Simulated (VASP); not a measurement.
# MgO2 (R-3m) in VASP: a series of runs

MgO2 is run at these levels: PBEsol; tasks: single point.

Everything below comes from runs of VASP 6.6.1. Logs are shortened: lines on timing, memory, paths and dates and some standing lists are left out, and cuts for length are marked.

**1. The cell of the first run**

It takes space group R-3m (No. 166, trigonal). Conventional cell: a = 3.210 Å, b = 3.210 Å, c = 11.320 Å, α = 90.00°, β = 90.00°, γ = 120.00°. Within 2.8 Å of Mg (site symmetry -3m) lie 6 O at 2.15 Å. O (site symmetry 3m) has 1 O at 1.61 Å and 3 Mg at 2.15 Å within 2.2 Å.

**2. Single point, PBEsol (strain +0.000 along x and y, +0.080 along z)**

Contents of INCAR:

```
SYSTEM = MgO2
PREC = Accurate ; ENCUT = 520
EDIFF = 1E-6 ; ISMEAR = 0
SIGMA = 0.05 ; LREAL = .False.
LASPH = .True. ; NELM = 100
ALGO = Normal ; ISIF = 2
LWAVE = .False. ; LCHARG = .False.
GGA = PS ; NBANDS = 14
```

Contents of KPOINTS:

```
regular mesh
0
Gamma
  12 12 12
  0 0 0
```

Contents of POSCAR:

```
MgO2
1.0
    1.6047610160      0.9265092046      3.7734971849
   -1.6047610160      0.9265092046      3.7734971849
    0.0000000000     -1.8530184092      3.7734971849
Mg O
1 2
Direct
    0.0000000000      0.0000000000      0.0000000000
    0.4287860000      0.4287860000      0.4287860000
    0.5712140000      0.5712140000      0.5712140000
```

Potentials or basis: VASP PAW PBE potentials, release 64 (Mg, O).

On the command line:

```sh
$ cat potpaw_PBE.64/Mg/POTCAR potpaw_PBE.64/O/POTCAR > POTCAR
$ mpirun -np 1 vasp_std > vasp.out
```

OUTCAR:

```text
SYSTEM = MgO2
   PREC = Accurate
   ENCUT = 520
   EDIFF = 1E-6
   ISMEAR = 0
   LREAL = .False.
   LASPH = .True.
   NELM = 100
   ISIF = 2
   GGA = PS

 ion  position               nearest neighbor table
   1  0.000  0.000  0.000-   3 2.15   3 2.15   2 2.15   2 2.15   3 2.15   2 2.15
   2  0.429  0.429  0.429-   3 1.61   1 2.15   1 2.15   1 2.15
   3  0.571  0.571  0.571-   2 1.61   1 2.15   1 2.15   1 2.15

  LATTYP: Found a trigonal (rhomboedric) cell.
 ALAT       =     4.2039217677
 COS(alpha) =     0.7085651553

  Lattice vectors:

 A1 = (   1.6047610160,   0.9265092046,   3.7734971849)
 A2 = (  -1.6047610160,   0.9265092046,   3.7734971849)
 A3 = (   0.0000000000,  -1.8530184092,   3.7734971849)

Analysis of symmetry for initial positions (statically):
=====================================================================
 Subroutine PRICEL returns:
 Original cell was already a primitive cell.

 Routine SETGRP: Setting up the symmetry group for a
 trigonal (rhombohedral) supercell.

 Subroutine GETGRP returns: Found 12 space group operations
 (whereof 12 operations were pure point group operations)
 out of a pool of 12 trial point group operations.

The static configuration has the point symmetry D_3d.

Analysis of symmetry for dynamics (positions and initial velocities):
=====================================================================
 Subroutine PRICEL returns:
 Original cell was already a primitive cell.

 Routine SETGRP: Setting up the symmetry group for a
 trigonal (rhombohedral) supercell.

 Subroutine GETGRP returns: Found 12 space group operations
 (whereof 12 operations were pure point group operations)
 out of a pool of 12 trial point group operations.

The dynamic configuration has the point symmetry D_3d.

 Subroutine INISYM returns: Found 12 space group operations
 (whereof 12 operations are pure point group operations),
 and found     1 'primitive' translations

----------------------------------------------------------------------------------------

                                     Primitive cell

  volume of cell :      33.6632

  direct lattice vectors                    reciprocal lattice vectors
     1.604761016  0.926509205  3.773497185     0.311572873  0.179886682  0.088335387
    -1.604761016  0.926509205  3.773497185    -0.311572873  0.179886682  0.088335387
     0.000000000 -1.853018409  3.773497185     0.000000000 -0.359773364  0.088335387

  length of vectors
     4.203921768  4.203921768  4.203921768     0.370459193  0.370459193  0.370459193

  position of ions in fractional coordinates (direct lattice)
     0.000000000  0.000000000  0.000000000
     0.428786000  0.428786000  0.428786000
     0.571214000  0.571214000  0.571214000

  ion indices of the primitive-cell ions
   primitive index   ion index
                 1           1
                 2           2
                 3           3

----------------------------------------------------------------------------------------

 KPOINTS: regular mesh

Automatic generation of k-mesh.
 Grid dimensions read from file:
 generate k-points for:   12   12   12

 Generating k-lattice:

  Cartesian coordinates                     Fractional coordinates (reciprocal lattice)
     0.025964406  0.014990557  0.007361282     0.083333333  0.000000000  0.000000000
    -0.025964406  0.014990557  0.007361282     0.000000000  0.083333333  0.000000000
     0.000000000 -0.029981114  0.007361282     0.000000000  0.000000000  0.083333333

  Length of vectors
     0.030871599  0.030871599  0.030871599

  Shift w.r.t. Gamma in fractional coordinates (k-lattice)
     0.000000000  0.000000000  0.000000000

 Subroutine IBZKPT returns following result:
 ===========================================

 Found    189 irreducible k-points:

 Following reciprocal coordinates:
            Coordinates               Weight
  0.000000  0.000000  0.000000      1.000000
  0.083333  0.000000 -0.000000      6.000000
  0.166667  0.000000 -0.000000      6.000000
  0.250000  0.000000 -0.000000      6.000000
  0.333333  0.000000  0.000000      6.000000
  0.416667  0.000000  0.000000      6.000000
[... 16 lines left out ...]
  0.500000  0.166667  0.000000     12.000000
 -0.416667  0.166667 -0.000000     12.000000
 [... further k-points ...]
   k-points           NKPTS =    189   k-points in BZ     NKDIM =    189   number of bands    NBANDS=     14
   number of dos      NEDOS =    301   number of ions     NIONS =      3
   total plane-waves  NPLWV =  32768
   dimension x,y,z NGX =    32 NGY =   32 NGZ =   32
   dimension x,y,z NGXF=    64 NGYF=   64 NGZF=   64
   ions per type =               1   2
   NGX,Y,Z   is equivalent  to a cutoff of  12.65, 12.65, 12.65 a.u.
   NGXF,Y,Z  is equivalent  to a cutoff of  25.31, 25.31, 25.31 a.u.
 SYSTEM =  MgO2
   PREC   = accura    normal or accurate (medium, high low for compatibility)
   ISTART =      0    job   : 0-new  1-cont  2-samecut
   ICHARG =      2    charge: 1-file 2-atom 10-const
   ISPIN  =      1    spin polarized calculation?
   LNONCOLLINEAR =      F non collinear calculations
   LSORBIT =      F    spin-orbit coupling
   LASPH  =      T    aspherical Exc in radial PAW
   ENCUT  =  520.0 eV  38.22 Ry    6.18 a.u.   7.82  7.82  7.82*2*pi/ulx,y,z
   NELM   =    100;   NELMIN=  2; NELMDL= -5     # of ELM steps
   EDIFF  = 0.1E-05   stopping-criterion for ELM
   LREAL  =      F    real-space projection
   EDIFFG = 0.1E-04   stopping-criterion for IOM
   NSW    =      0    number of steps for IOM
   IBRION =     -1    ionic relax: 0-MD 1-quasi-New 2-CG
   NFREE  =      0    steps in history (QN), initial steepest desc. (CG)
   ISIF   =      2    stress and relaxation
   ISYM   =      2    0-nonsym 1-usesym 2-fastsym
   POTIM  = 0.5000    time-step for ionic-motion
   TEBEG  =    0.0;   TEEND  =   0.0 temperature during run
   PSTRESS=    0.0 pullay stress
   NELECT =      14.0000    total number of electrons
   NUPDOWN=      -1.0000    fix difference up-down
   EMIN   =  10.00;   EMAX   =-10.00  energy-range for DOS
   EFERMI =   0.00;   METHOD = LEGACY
   ISMEAR =     0;   SIGMA  =   0.05  broadening in eV -4-tet -1-fermi 0-gaus
   EFERMI_NEDOS =   21; number of points for ismear=-14 and -15
   IALGO  =     38    algorithm
   IMIX   =      4    mixing-type and parameters
     AMIX     =   0.40;   BMIX     =  1.00
     AMIX_MAG =   1.60;   BMIX_MAG =  1.00
  volume/ion in A,a.u.               =      11.22        75.72
  Fermi-wavevector in a.u.,A,eV,Ry     =   1.221985  2.309216 20.316848  1.493246
  Thomas-Fermi vector in A             =   2.357147
   LORBIT       =      0    0 simple, 1 ext, 2 COOP (PROOUT), +10 PAW based schemes
   GGA     = PS    functional components
   LHFCALC =     F    Hartree Fock is set to
   AEXX    =    0.0000 exact exchange contribution
   IVDW    =     0    specifies the selected vdW correction
   LEPSILON=     F    determine dielectric tensor
   LRPA    =     F    only Hartree local field effects (RPA)
 non-spin polarized calculation
 Gauss-broadening in eV      SIGMA  =   0.05
  energy-cutoff  :      520.00
  volume of cell :       33.66
 maximum number of plane-waves:       921
   NGX = 15   NGY = 15   NGZ = 15

 number of electron      13.9999998 magnetization

 Free energy of the ion-electron system (eV)
  ---------------------------------------------------
  ext. energy  EPLUGINS =         0.00000000
  ---------------------------------------------------
  free energy    TOTEN  =       -16.85867555 eV

  energy without entropy =      -16.85867555  energy(sigma->0) =      -16.85867555

 E-fermi :   1.8244     XC(G=0): -10.1209

 val. band max:        1.5984005083   @ k =   0.5000   0.5000   0.5000
 cond. band min:       2.4025920669   @ k =   0.5000   0.5000   0.5000
 fundamental gap:      0.8041915586
 Fermi energy:         1.8243935792

 k-point     1 :       0.0000    0.0000    0.0000
  band No.  band energies     occupation
      1     -18.1623      2.00000
      2     -13.1963      2.00000
      3      -5.2154      2.00000
      4      -0.7988      2.00000
      5      -0.7988      2.00000
      6       0.9913      2.00000
      7       0.9913      2.00000
      8       5.1464      0.00000
      9       6.4280      0.00000
     10      12.6297      0.00000
     11      14.2565      0.00000
     12      16.8933      0.00000
     13      16.8933      0.00000
     14      17.9715      0.00000

 k-point     2 :       0.0833    0.0000   -0.0000
  band No.  band energies     occupation
      1     -18.1294      2.00000
      2     -13.2040      2.00000
      3      -5.1653      2.00000
      4      -1.0108      2.00000
      5      -0.8240      2.00000
      6       0.9181      2.00000
      7       0.9606      2.00000
      8       5.1053      0.00000
      9       6.7261      0.00000
     10      12.7029      0.00000
     11      14.3643      0.00000
     12      16.0932      0.00000
     13      17.0681      0.00000
     14      17.6223      0.00000

 k-point     3 :       0.1667    0.0000   -0.0000
  band No.  band energies     occupation
      1     -18.0379      2.00000
      2     -13.2263      2.00000
      3      -5.0258      2.00000
      4      -1.5437      2.00000
      5      -0.8917      2.00000
      6       0.7399      2.00000
      7       0.8777      2.00000
      8       5.0045      0.00000
      9       7.4731      0.00000
     10      12.8950      0.00000
     11      14.5914      0.00000
     12      14.8447      0.00000
     13      16.8158      0.00000
     14      17.4986      0.00000
[... 324 lines left out ...]
 k-point    23 :       0.5000    0.1667    0.0000
  band No.  band energies     occupation
      1     -17.6079      2.00000
      2     -13.4046      2.00000
      3      -4.1285      2.00000
      4      -3.2202      2.00000
      5      -1.5269      2.00000
      6       0.1811      2.00000
      7       0.5795      2.00000
      8       4.3204      0.00000
      9      10.9466      0.00000
     10      11.8793      0.00000
     11      13.3740      0.00000
     12      14.9037      0.00000
     13      15.6100      0.00000
     14      18.5287      0.00000

 k-point    24 :      -0.4167    0.1667   -0.0000
  band No.  band energies     occupation
      1     -17.5943      2.00000
      2     -13.3599      2.00000
      3      -4.2229      2.00000
      4      -3.2194      2.00000
      5      -1.5833      2.00000
      6       0.2499      2.00000
      7       0.3674      2.00000
      8       4.4085      0.00000
      9      11.0404      0.00000
     10      11.9552      0.00000
     11      13.6497      0.00000
     12      15.0182      0.00000
     13      15.1713      0.00000
     14      18.3476      0.00000

 [... further k-points ...]

------------------------ aborting loop because EDIFF is reached ----------------------------------------

  FORCE on cell =-STRESS in cart. coord.  units (eV):
  Direction    XX          YY          ZZ          XY          YZ          ZX
  --------------------------------------------------------------------------------------
  -------------------------------------------------------------------------------------
  Total       -1.0431411     -1.0431411     -7.5745412      0.0000000      0.0000000      0.0000000
  in kB      -49.6475977    -49.6475977   -360.5051960      0.0000000      0.0000000      0.0000000
  external PRESSURE =    -153.2667972 kB  Pullay stress =       0.0000000 kB

 VOLUME and BASIS-vectors are now :
 -----------------------------------------------------------------------------
  energy-cutoff  :      520.00
  volume of cell :       33.66
      direct lattice vectors                 reciprocal lattice vectors
     1.604761016  0.926509205  3.773497185     0.311572873  0.179886682  0.088335387
    -1.604761016  0.926509205  3.773497185    -0.311572873  0.179886682  0.088335387
     0.000000000 -1.853018409  3.773497185     0.000000000 -0.359773364  0.088335387

 POSITION                                       TOTAL-FORCE (eV/Angst)
 -----------------------------------------------------------------------------------
      0.00000      0.00000      0.00000        -0.000000      0.000000     -0.000000
      0.00000      0.00000      4.85407         0.000000      0.000000      1.414967
      0.00000      0.00000      6.46642         0.000000      0.000000     -1.414967
 -----------------------------------------------------------------------------------
    total drift:                               -0.000000      0.000000      0.000000

  FREE ENERGIE OF THE ION-ELECTRON SYSTEM (eV)
  ---------------------------------------------------
  free  energy   TOTEN  =       -16.8586755485 eV

  energy  without entropy=      -16.8586755485  energy(sigma->0) =      -16.85867555
```

Wall time 37 s (1 thread of Intel Xeon 6975P-C (Granite Rapids), shared host); peak memory 0.23 GiB.

Results:

```
Free energy            : -16.8587 eV
Pressure               : -15.3 GPa
Largest force          : 1.415 eV/Å
Band gap on the k mesh : 0.80 eV
```

Forces in eV/Å, atoms in the order of the input:
```
Mg   0.000  0.000  0.000
O    0.000  0.000  1.415
O    0.000  0.000 -1.415
```

Levels at points of the mesh, in eV from the valence-band top:
```csv
k point,band 5,band 6,band 7,band 8,band 9,band 10
"(0.00, 0.00, 0.00)",-2.40,-0.61,-0.61,3.55,4.83,11.03
"(0.50, 0.00, 0.00)",-2.75,-1.28,-1.05,2.85,8.78,10.23
"(0.50, 0.50, 0.00)",-3.31,-2.14,-0.19,2.14,8.47,11.07
"(0.50, 0.50, 0.50)",-2.82,0.00,0.00,0.80,5.72,8.41
```

Caveat: the cell differs from its parent crystal (strain +0.000 along x and y, +0.080 along z); the cell stands under tension; the PAW data sets were made with another functional, which shifts forces and pressure a little.

**3. Single point, PBEsol (strain +0.040 along x and y, +0.000 along z)**

Contents of INCAR:

```
ALGO = Normal
EDIFF = 1E-7
ENCUT = 520
GGA = PS
ISIF = 2
ISMEAR = 0
LASPH = True
LCHARG = True
LELF = True
LREAL = False
LVHAR = True
LWAVE = False
NBANDS = 14
NELM = 80
PREC = Accurate
SIGMA = 0.05
```

Contents of KPOINTS:

```
k-points
0
Gamma
  12 12 12
```

Contents of POSCAR:

```
MgO2
1.0
    1.6689514567      0.9635695728      3.4939788749
   -1.6689514567      0.9635695728      3.4939788749
    0.0000000000     -1.9271391455      3.4939788749
Mg O
1 2
Direct
    0.0000000000      0.0000000000      0.0000000000
    0.4287860000      0.4287860000      0.4287860000
    0.5712140000      0.5712140000      0.5712140000
```

Potentials or basis: VASP PAW PBE potentials, release 64 (Mg, O).

On the command line:

```sh
$ cat potpaw_PBE.64/Mg/POTCAR potpaw_PBE.64/O/POTCAR > POTCAR
$ mpirun -np 1 vasp_std > vasp.out
```

Run time: 51 s. Hardware: 1 thread of Intel Xeon 6975P-C (Granite Rapids), shared host; peak memory 0.23 GiB.

Results (log left out):

```yaml
Free_energy: -17.0643 eV
Pressure: -11.1 GPa
Largest_force: 0.289 eV/Å
Band_gap_on_the_k_mesh: 2.27 eV
```

Forces on the atoms (eV/Å):
```
Mg   0.000  0.000  0.000
O    0.000  0.000 -0.289
O    0.000  0.000  0.289
```

Stress tensor (GPa, compression positive):
```
-13.31   0.00   0.00
  0.00 -13.31   0.00
  0.00   0.00  -6.75
```

Levels at points of the mesh, in eV from the valence-band top:
```tsv
k point	band 5	band 6	band 7	band 8	band 9	band 10
(0.00, 0.00, 0.00)	-3.38	-0.76	-0.76	3.82	4.80	11.59
(0.50, 0.00, 0.00)	-3.64	-1.22	-0.91	4.19	7.88	9.00
(0.50, 0.50, 0.00)	-4.33	-1.98	-0.05	3.54	7.10	9.98
(0.50, 0.50, 0.50)	-3.87	0.00	0.00	2.27	4.40	8.63
```

Caveat: the cell differs from its parent crystal (strain +0.040 along x and y, +0.000 along z); the cell stands under tension; the PAW data sets were made with another functional, which shifts forces and pressure a little.

**4. Single point, PBEsol (strain +0.080 along x and y, -0.040 along z)**

Contents of INCAR:

```
ALGO     = Normal         # electronic algorithm
EDIFF    = 1E-6           # SCF threshold, eV
ENCUT    = 520            # plane-wave cutoff, eV
GGA      = PS             # functional
ISIF     = 2              # what is computed and relaxed
ISMEAR   = 0              # smearing method
LASPH    = True           # aspherical terms in the spheres
LCHARG   = False          # write CHGCAR
LREAL    = False          # projectors in reciprocal space
LWAVE    = False          # write WAVECAR
NBANDS   = 14             # bands
NELM     = 80             # most SCF steps
PREC     = Accurate       # precision mode
SIGMA    = 0.05           # smearing width, eV
```

KPOINTS is that of step 3.

Contents of POSCAR:

```
MgO2
1.0
    1.7331418973      1.0006299410      3.3542197199
   -1.7331418973      1.0006299410      3.3542197199
    0.0000000000     -2.0012598819      3.3542197199
Mg O
1 2
Direct
    0.0000000000      0.0000000000      0.0000000000
    0.4287860000      0.4287860000      0.4287860000
    0.5712140000      0.5712140000      0.5712140000
```

On the command line:

```sh
$ cat potpaw_PBE.64/Mg/POTCAR potpaw_PBE.64/O/POTCAR > POTCAR
$ mpirun -np 1 vasp_std > vasp.out
```

Run time: 54 s. Hardware: 1 thread of Intel Xeon 6975P-C (Granite Rapids), shared host; peak memory 0.23 GiB.

Results (log left out):

* Free energy: -16.7769 eV
* Pressure: -9.3 GPa
* Largest force: 2.055 eV/Å
* Band gap on the k mesh: 2.37 eV (least direct gap 2.62 eV)

Forces in eV/Å, atoms in the order of the input:
```
Mg   0.000  0.000  0.000
O    0.000  0.000 -2.055
O    0.000  0.000  2.055
```

Stress tensor (GPa, compression positive):
```
-19.61   0.00   0.00
  0.00 -19.61   0.00
  0.00   0.00  11.39
```

Levels at points of the mesh, in eV from the valence-band top:
```tsv
k point	band 5	band 6	band 7	band 8	band 9	band 10
(0.00, 0.00, 0.00)	-4.08	-0.89	-0.89	2.88	5.41	11.81
(0.50, 0.00, 0.00)	-4.25	-1.35	-0.73	4.86	6.95	7.73
(0.50, 0.50, 0.00)	-5.01	-1.93	0.00	4.28	6.00	8.79
(0.50, 0.50, 0.50)	-4.58	-0.06	-0.06	2.98	3.43	8.39
```

Caveat: the cell differs from its parent crystal (strain +0.080 along x and y, -0.040 along z); the cell stands under tension; the PAW data sets were made with another functional, which shifts forces and pressure a little.

**5. Single point, PBEsol (strain +0.040 along x and y, +0.040 along z)**

Contents of INCAR:

```
ALGO = Normal ; EDIFF = 1E-6
ENCUT = 520 ; GGA = PS
ISIF = 2 ; ISMEAR = 0
LASPH = T ; LCHARG = F
LREAL = F ; LWAVE = F
NBANDS = 14 ; NELM = 80
PREC = Accurate ; SIGMA = 0.05
```

KPOINTS is that of step 4.

Contents of POSCAR:

```
MgO2
1.0
    1.6689514567      0.9635695728      3.6337380299
   -1.6689514567      0.9635695728      3.6337380299
    0.0000000000     -1.9271391455      3.6337380299
Mg O
1 2
Direct
    0.0000000000      0.0000000000      0.0000000000
    0.4287860000      0.4287860000      0.4287860000
    0.5712140000      0.5712140000      0.5712140000
```

On the command line:

```sh
$ cat potpaw_PBE.64/Mg/POTCAR potpaw_PBE.64/O/POTCAR > POTCAR
$ mpirun -np 1 vasp_std > vasp.out
```

Run time: 35 s. Hardware: 1 thread of Intel Xeon 6975P-C (Granite Rapids), shared host; peak memory 0.24 GiB.

It converged, with:

```yaml
Free_energy: -16.9422 eV
Pressure: -16.0 GPa
Largest_force: 0.624 eV/Å
Band_gap_on_the_k_mesh: 1.56 eV
```

Forces on the atoms (eV/Å):
```
Mg   0.000  0.000  0.000
O    0.000  0.000  0.624
O    0.000  0.000 -0.624
```

Stress tensor (GPa, compression positive):
```
-12.99   0.00   0.00
  0.00 -12.99   0.00
  0.00   0.00 -22.04
```

Levels at points of the mesh, in eV from the valence-band top:
| k point | band 4 | band 5 | band 6 | band 7 | band 8 | band 9 | band 10 | band 11 |
| --- | --- | --- | --- | --- | --- | --- | --- | --- |
| (0.00, 0.00, 0.00) | -2.88 | -2.88 | -0.66 | -0.66 | 4.03 | 4.18 | 11.07 | 12.91 |
| (0.50, 0.00, 0.00) | -5.31 | -3.15 | -1.10 | -0.98 | 3.54 | 8.09 | 9.13 | 11.77 |
| (0.50, 0.50, 0.00) | -4.68 | -3.78 | -1.95 | -0.08 | 2.86 | 7.50 | 10.22 | 11.14 |
| (0.50, 0.50, 0.50) | -3.32 | -3.32 | 0.00 | 0.00 | 1.56 | 4.85 | 8.21 | 13.32 |

Caveat: the cell differs from its parent crystal (strain +0.040 along x and y, +0.040 along z); the cell stands under tension; the PAW data sets were made with another functional, which shifts forces and pressure a little. A k mesh can miss the band edges.

[end of part 1 of 2]
